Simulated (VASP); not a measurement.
Write the native input for VASP 6.6.1 that does the following.

- Task: single point
- Functional: PBE
- Potentials or basis: VASP PAW PBE potentials, release 64 (Na_pv, F)
- Cutoff: 520 eV
- k mesh: 9 × 9 × 4
- Occupations: gaussian, width 0.01 eV
- Spin: no spin polarisation
- Dipole correction: no
- Further INCAR settings: ALGO = Normal; EDIFF = 1e-06; NBANDS = 22

The structure of NaF lies in POSCAR:

```
NaF
1.0
    3.2858114232      0.0000000000      0.0000000000
   -1.6429057116      2.8455961645      0.0000000000
    0.0000000000      0.0000000000      5.7489367457
Na F
2 2
Direct
    0.0000000000      0.0000000000      0.0000000000
    0.0000000000      0.0000000000      0.5000000000
    0.3333333333      0.6666666667      0.2500000000
    0.6666666667      0.3333333333      0.7500000000
```

These files were run (other wordings do the same):

INCAR

```
SYSTEM = NaF
ALGO = Normal
EDIFF = 1E-6
ENCUT = 520
GGA = PE
ISIF = 2
ISMEAR = 0
LASPH = .TRUE.
LCHARG = .TRUE.
LELF = .TRUE.
LREAL = .FALSE.
LVHAR = .TRUE.
LWAVE = .FALSE.
NBANDS = 22
NELM = 100
PREC = Accurate
SIGMA = 0.01
```

KPOINTS

```
k-points
0
G
  9 9 4
  0 0 0
```

Potentials or basis: VASP PAW PBE potentials, release 64 (Na_pv, F).

Run with:

```bash
$ cat potpaw_PBE.64/Na_pv/POTCAR potpaw_PBE.64/F/POTCAR > POTCAR
$ mpirun -np 1 vasp_std > vasp.out
```

Results of the run:

```
Pressure               : -1.4 GPa
Band gap on the k mesh : 5.83 eV
```

It took 60 s on 1 thread of AMD EPYC 7R13 (shared host), peak memory 0.15 GiB.
